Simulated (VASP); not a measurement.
# AlTl2O4 (Pm) in VASP: single point with PBE

Aim: the single point of AlTl2O4 with PBE.

Program: VASP 6.6.1. These are calculated values, not measurements. Logs are shortened: lines on timing, memory, paths and dates and some standing lists are left out, and cuts for length are marked.

## Step 1: The cell of the first run

Symmetry: Pm, No. 6, monoclinic system. Conventional cell: a = 5.346 Å, b = 3.301 Å, c = 6.734 Å, α = 90.00°, β = 99.54°, γ = 90.00°. Within 2.4 Å of Al (site symmetry m) lie 4 O at 1.80 to 1.82 Å. Tl (site symmetry m) has 4 O at 2.23 to 2.71 Å within 3.0 Å. Tl (site symmetry m) has 6 O at 2.21 to 2.61 Å within 2.9 Å. O (site symmetry m) has 1 Al at 1.80 Å and 2 Tl at 2.28 Å within 2.4 Å. O (site symmetry m) has 3 Tl at 2.21 to 2.23 Å within 2.9 Å. Within 2.4 Å of O (site symmetry m) lie 2 Al at 1.82 Å. O (site symmetry m) has 1 Al at 1.82 Å and 2 Tl at 2.29 Å within 2.4 Å.

## Step 2: Single point, PBE

File INCAR:

```
PREC = Accurate
ENCUT = 600
EDIFF = 1E-6
ISMEAR = 0
SIGMA = 0.1
LREAL = False
LASPH = True
NELM = 120
ALGO = Normal
ISIF = 2
LWAVE = False
LCHARG = True
GGA = PE
LELF = True
LVHAR = True
NBANDS = 36
GGA_COMPAT = False
```

File KPOINTS:

```
regular mesh
0
Gamma
  8 12 6
```

File POSCAR:

```
AlTl2O4
1.0
    5.3457702638      0.0000000000      0.0252058143
    0.0000000000      3.3012253609      0.0000000000
   -1.1470776257      0.0000000000      6.6353686748
Al Tl O
1 2 4
Direct
    0.1715664331      0.0000000000      0.9319807473
    0.7555627316      0.0000000000      0.3105866492
    0.6820213979      0.5000000000      0.7572279205
    0.5074980957      0.0000000000      0.9250240099
    0.5405308228      0.5000000000      0.4290581057
    0.0971698659      0.5000000000      0.0217305001
    0.9546736030      0.0000000000      0.6940663873
```

Potentials or basis: VASP PAW PBE potentials, release 64 (Al, Tl_d, O).

On the command line:

```bash
$ cat potpaw_PBE.64/Al/POTCAR potpaw_PBE.64/Tl_d/POTCAR potpaw_PBE.64/O/POTCAR > POTCAR
$ mpirun -np 1 vasp_std > vasp.out
```

OUTCAR:

```text
PREC = Accurate
   ENCUT = 600
   EDIFF = 1E-6
   ISMEAR = 0
   LREAL = False
   LASPH = True
   NELM = 120
   ISIF = 2
   GGA = PE

 ion  position               nearest neighbor table
   1  0.172  0.000  0.932-   4 1.80   7 1.82   6 1.82   6 1.82   3 3.15   3 3.15   3 3.55   3 3.55
                             2 3.65   2 3.69
   2  0.756  0.000  0.311-   5 2.23   5 2.23   7 2.62   4 2.71   3 3.51   3 3.51   1 3.65   1 3.69
                             3 4.03   3 4.03
   3  0.682  0.500  0.757-   5 2.21   4 2.28   4 2.28   7 2.29   7 2.29   6 2.61   1 3.15   1 3.15
                             2 3.51   2 3.51   1 3.55   1 3.55   2 4.03   2 4.03
   4  0.507  0.000  0.925-   1 1.80   3 2.28   3 2.28   2 2.71
   5  0.541  0.500  0.429-   3 2.21   2 2.23   2 2.23
   6  0.097  0.500  0.022-   1 1.82   1 1.82   3 2.61
   7  0.955  0.000  0.694-   1 1.82   3 2.29   3 2.29   2 2.62

  LATTYP: Found a simple monoclinic cell.
 ALAT       =     5.3458296874
 B/A-ratio  =     0.6175328347
 C/A-ratio  =     1.2596338957
 COS(beta)  =    -0.1656985316

  Lattice vectors:

 A1 = (   5.3457702638,   0.0000000000,   0.0252058143)
 A2 = (   0.0000000000,   3.3012253609,   0.0000000000)
 A3 = (  -1.1470776257,   0.0000000000,   6.6353686748)

Analysis of symmetry for initial positions (statically):
=====================================================================
 Subroutine PRICEL returns:
 Original cell was already a primitive cell.

 Routine SETGRP: Setting up the symmetry group for a
 simple monoclinic supercell.

 Subroutine GETGRP returns: Found  2 space group operations
 (whereof  2 operations were pure point group operations)
 out of a pool of  4 trial point group operations.

The static configuration has the point symmetry C_1h.

Analysis of symmetry for dynamics (positions and initial velocities):
=====================================================================
 Subroutine PRICEL returns:
 Original cell was already a primitive cell.

 Routine SETGRP: Setting up the symmetry group for a
 simple monoclinic supercell.

 Subroutine GETGRP returns: Found  2 space group operations
 (whereof  2 operations were pure point group operations)
 out of a pool of  4 trial point group operations.

The dynamic configuration has the point symmetry C_1h.

 Subroutine INISYM returns: Found  2 space group operations
 (whereof  2 operations are pure point group operations),
 and found     1 'primitive' translations

----------------------------------------------------------------------------------------

                                     Primitive cell

  volume of cell :     117.1937

  direct lattice vectors                    reciprocal lattice vectors
     5.345770264  0.000000000  0.025205814     0.186911427  0.000000000  0.032311982
     0.000000000  3.301225361  0.000000000     0.000000000  0.302917823  0.000000000
    -1.147077626  0.000000000  6.635368675    -0.000710022  0.000000000  0.150584783

  length of vectors
     5.345829687  3.301225361  6.733788275     0.189683805  0.302917823  0.150586457

  position of ions in fractional coordinates (direct lattice)
     0.171566433  0.000000000  0.931980747
     0.755562732  0.000000000  0.310586649
     0.682021398  0.500000000  0.757227920
     0.507498096  0.000000000  0.925024010
     0.540530823  0.500000000  0.429058106
     0.097169866  0.500000000  0.021730500
     0.954673603  0.000000000  0.694066387

  ion indices of the primitive-cell ions
   primitive index   ion index
                 1           1
                 2           2
                 3           3
                 4           4
                 5           5
                 6           6
                 7           7

----------------------------------------------------------------------------------------

 KPOINTS: regular mesh

Automatic generation of k-mesh.
 Grid dimensions read from file:
 generate k-points for:    8   12    6

 Generating k-lattice:

  Cartesian coordinates                     Fractional coordinates (reciprocal lattice)
     0.023363928  0.000000000  0.004038998     0.125000000  0.000000000  0.000000000
     0.000000000  0.025243152  0.000000000     0.000000000  0.083333333  0.000000000
    -0.000118337  0.000000000  0.025097464    -0.000000000  0.000000000  0.166666667

  Length of vectors
     0.023710476  0.025243152  0.025097743

  Shift w.r.t. Gamma in fractional coordinates (k-lattice)
     0.000000000  0.000000000  0.000000000

 Subroutine IBZKPT returns following result:
 ===========================================

 Found    182 irreducible k-points:

 Following reciprocal coordinates:
            Coordinates               Weight
  0.000000  0.000000  0.000000      1.000000
  0.125000  0.000000 -0.000000      2.000000
  0.250000  0.000000 -0.000000      2.000000
  0.375000  0.000000 -0.000000      2.000000
  0.500000  0.000000 -0.000000      1.000000
  0.000000  0.083333  0.000000      2.000000
[... 16 lines left out ...]
  0.250000  0.333333 -0.000000      4.000000
  0.375000  0.333333 -0.000000      4.000000
 [... further k-points ...]
   k-points           NKPTS =    182   k-points in BZ     NKDIM =    182   number of bands    NBANDS=     36
   number of dos      NEDOS =    301   number of ions     NIONS =      7
   total plane-waves  NPLWV =  72576
   dimension x,y,z NGX =    48 NGY =   28 NGZ =   54
   dimension x,y,z NGXF=    96 NGYF=   56 NGZF=  108
   ions per type =               1   2   4
   NGX,Y,Z   is equivalent  to a cutoff of  14.93, 14.10, 13.33 a.u.
   NGXF,Y,Z  is equivalent  to a cutoff of  29.85, 28.20, 26.66 a.u.
 SYSTEM =  unknown system
   PREC   = accura    normal or accurate (medium, high low for compatibility)
   ISTART =      0    job   : 0-new  1-cont  2-samecut
   ICHARG =      2    charge: 1-file 2-atom 10-const
   ISPIN  =      1    spin polarized calculation?
   LNONCOLLINEAR =      F non collinear calculations
   LSORBIT =      F    spin-orbit coupling
   LASPH  =      T    aspherical Exc in radial PAW
   ENCUT  =  600.0 eV  44.10 Ry    6.64 a.u.  10.68  6.59 13.45*2*pi/ulx,y,z
   NELM   =    120;   NELMIN=  2; NELMDL= -5     # of ELM steps
   EDIFF  = 0.1E-05   stopping-criterion for ELM
   LREAL  =      F    real-space projection
   EDIFFG = 0.1E-04   stopping-criterion for IOM
   NSW    =      0    number of steps for IOM
   IBRION =     -1    ionic relax: 0-MD 1-quasi-New 2-CG
   NFREE  =      0    steps in history (QN), initial steepest desc. (CG)
   ISIF   =      2    stress and relaxation
   ISYM   =      2    0-nonsym 1-usesym 2-fastsym
   POTIM  = 0.5000    time-step for ionic-motion
   TEBEG  =    0.0;   TEEND  =   0.0 temperature during run
   PSTRESS=    0.0 pullay stress
   NELECT =      53.0000    total number of electrons
   NUPDOWN=      -1.0000    fix difference up-down
   EMIN   =  10.00;   EMAX   =-10.00  energy-range for DOS
   EFERMI =   0.00;   METHOD = LEGACY
   ISMEAR =     0;   SIGMA  =   0.10  broadening in eV -4-tet -1-fermi 0-gaus
   EFERMI_NEDOS =   21; number of points for ismear=-14 and -15
   IALGO  =     38    algorithm
   IMIX   =      4    mixing-type and parameters
     AMIX     =   0.40;   BMIX     =  1.00
     AMIX_MAG =   1.60;   BMIX_MAG =  1.00
  volume/ion in A,a.u.               =      16.74       112.98
  Fermi-wavevector in a.u.,A,eV,Ry     =   1.256605  2.374638 21.484351  1.579055
  Thomas-Fermi vector in A             =   2.390304
   LORBIT       =      0    0 simple, 1 ext, 2 COOP (PROOUT), +10 PAW based schemes
   GGA     = PE    functional components
   LHFCALC =     F    Hartree Fock is set to
   AEXX    =    0.0000 exact exchange contribution
   IVDW    =     0    specifies the selected vdW correction
   LEPSILON=     F    determine dielectric tensor
   LRPA    =     F    only Hartree local field effects (RPA)
 non-spin polarized calculation
 Gauss-broadening in eV      SIGMA  =   0.10
  energy-cutoff  :      600.00
  volume of cell :      117.19
 maximum number of plane-waves:      3935
 NGX is ok and might be reduce to    48
   NGX = 21   NGY = 13   NGZ = 27

 number of electron      53.0000009 magnetization

 Free energy of the ion-electron system (eV)
  ---------------------------------------------------
  ext. energy  EPLUGINS =         0.00000000
  ---------------------------------------------------
  free energy    TOTEN  =       -36.80204005 eV

  energy without entropy =      -36.79156670  energy(sigma->0) =      -36.79680338

 E-fermi :   3.3435     XC(G=0):  -9.4507

 val. band max:        3.3363917709   @ k =  -0.2500   0.2500   0.3333
 cond. band min:       3.3460884162   @ k =   0.3750   0.1667   0.5000
 fundamental gap:      0.0096966453
 Fermi energy:         3.3435120619

 k-point     1 :       0.0000    0.0000    0.0000
  band No.  band energies     occupation
      1     -15.1068      2.00000
      2     -14.2451      2.00000
      3     -14.0467      2.00000
      4     -13.7256      2.00000
      5      -7.5402      2.00000
      6      -7.4767      2.00000
[... 28 lines left out ...]
     35      12.5041      0.00000
     36      13.7677      0.00000

 k-point     2 :       0.1250    0.0000   -0.0000
  band No.  band energies     occupation
      1     -15.0805      2.00000
      2     -14.2854      2.00000
      3     -14.0522      2.00000
      4     -13.7099      2.00000
      5      -7.5397      2.00000
      6      -7.4752      2.00000
[... 28 lines left out ...]
     35      12.6499      0.00000
     36      13.9533      0.00000

 k-point     3 :       0.2500    0.0000   -0.0000
  band No.  band energies     occupation
      1     -15.0047      2.00000
      2     -14.3940      2.00000
      3     -14.0591      2.00000
      4     -13.6793      2.00000
      5      -7.5385      2.00000
      6      -7.4712      2.00000
[... 28 lines left out ...]
     35      13.2462      0.00000
     36      14.3327      0.00000
[... 742 lines left out ...]
 k-point    23 :       0.2500    0.3333   -0.0000
  band No.  band energies     occupation
      1     -14.6763      2.00000
      2     -14.2442      2.00000
      3     -13.9633      2.00000
      4     -13.7463      2.00000
      5      -7.2931      2.00000
      6      -7.2274      2.00000
[... 28 lines left out ...]
     35      12.4342      0.00000
     36      12.8699      0.00000

 k-point    24 :       0.3750    0.3333   -0.0000
  band No.  band energies     occupation
      1     -14.6522      2.00000
      2     -14.2647      2.00000
      3     -13.9671      2.00000
      4     -13.7470      2.00000
      5      -7.2980      2.00000
      6      -7.2231      2.00000
[... 28 lines left out ...]
     35      12.6872      0.00000
     36      12.8981      0.00000

 [... further k-points ...]

------------------------ aborting loop because EDIFF is reached ----------------------------------------

  FORCE on cell =-STRESS in cart. coord.  units (eV):
  Direction    XX          YY          ZZ          XY          YZ          ZX
  --------------------------------------------------------------------------------------
  -------------------------------------------------------------------------------------
  Total       -0.0354418      0.0123914     -0.0492317      0.0000000      0.0000000     -0.0078045
  in kB       -0.4845321      0.1694054     -0.6730552      0.0000000      0.0000000     -0.1066973
  external PRESSURE =      -0.3293940 kB  Pullay stress =       0.0000000 kB

 VOLUME and BASIS-vectors are now :
 -----------------------------------------------------------------------------
  energy-cutoff  :      600.00
  volume of cell :      117.19
      direct lattice vectors                 reciprocal lattice vectors
     5.345770264  0.000000000  0.025205814     0.186911427  0.000000000  0.032311982
     0.000000000  3.301225361  0.000000000     0.000000000  0.302917823  0.000000000
    -1.147077626  0.000000000  6.635368675    -0.000710022  0.000000000  0.150584783

 POSITION                                       TOTAL-FORCE (eV/Angst)
 -----------------------------------------------------------------------------------
     -0.15190      0.00000      6.18836        -0.000526      0.000000      0.012596
      3.68280      0.00000      2.07990         0.026117      0.000000     -0.012552
      2.77733      1.65061      5.04168        -0.007816      0.000000      0.006992
      1.65189      0.00000      6.15067        -0.014753      0.000000      0.007670
      2.39739      1.65061      2.86058        -0.031130      0.000000     -0.009061
      0.49452      1.65061      0.14664         0.011838      0.000000      0.007451
      4.30732      0.00000      4.62945         0.016270      0.000000     -0.013096
 -----------------------------------------------------------------------------------
    total drift:                                0.000631      0.000000     -0.000628

  FREE ENERGIE OF THE ION-ELECTRON SYSTEM (eV)
  ---------------------------------------------------
  free  energy   TOTEN  =       -36.8020400540 eV

  energy  without entropy=      -36.7915666992  energy(sigma->0) =      -36.79680338
```

Run time: 27 min. Hardware: 1 thread of Intel Xeon 8259CL, shared host; peak memory 0.83 GiB.

What came out:

| Quantity | Value |
| --- | --- |
| Free energy | -36.8020 eV |
| Pressure | 0.0 GPa |
| Largest force | 0.032 eV/Å |
| Band gap on the k mesh | zero (an odd number of electrons rules out a gap without spin polarisation) |

Forces in eV/Å, atoms in the order of the input:
```
Al  -0.001  0.000  0.013
Tl   0.026  0.000 -0.013
Tl  -0.008  0.000  0.007
O   -0.015  0.000  0.008
O   -0.031  0.000 -0.009
O    0.012  0.000  0.007
O    0.016  0.000 -0.013
```

Caveat: spin-orbit coupling is left out, which moves the levels of the heavy elements; an odd number of electrons without spin polarisation forces a metal; a magnetic or distorted state may lie lower.
